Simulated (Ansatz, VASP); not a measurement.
## One calculation of Ta4GeIr, two programs

```
Ta Ge Ir
1.0
     3.64841    0.00000    0.00000
    -1.82421    3.15962    0.00000
     0.00000    0.00000    7.41654
Ta Ge Ir
4 1 1
Direct
  0.33333 0.66667 0.75959
  0.33333 0.66667 0.24041
  0.66667 0.33333 0.75959
  0.66667 0.33333 0.24041
  0.00000 0.00000 0.50000
  0.00000 0.00000 0.00000
```

Change from the starting cell: species swapped into the TiCrB4 type (P6/mmm, No. 191).

Alike in both runs: task relaxation of cell and atoms; functional PBE; k mesh 6 × 6 × 4; occupations gaussian, width 0.1 eV; no spin polarisation.

|  | VASP | Ansatz |
| --- | --- | --- |
| version | VASP 6.6.1 | Ansatz 0.2.0 |
| potentials or method | VASP PAW PBE potentials, release 64 (Ta_pv, Ge_d, Ir), cutoff 600 eV | scalar-relativistic, plane waves, PAW |
| valence electrons in the cell | 67 | 83 |

Ansatz gave:

* gap on the k mesh at the Fermi level, each at its own relaxed structure (eV): none
* relaxed volume (Å³/atom): 17.37
* relaxed cell length with the largest relative difference (Å): 4.717

Question: What did VASP give for the same quantities?

Answer: gap on the k mesh at the Fermi level, each at its own relaxed structure (eV): none; relaxed volume (Å³/atom): 17.37; relaxed cell length with the largest relative difference (Å): 4.715.

A gap of «none» marks a metal or a gap that the smearing closes. VASP's potentials hold 67 valence electrons a cell and Ansatz's 83, so a difference there can come from the potentials and not from the codes.

Neither program's run includes spin-orbit coupling. Noted on VASP's run: the volume moved by over 15 % at a fixed basis, so the end points are rough.
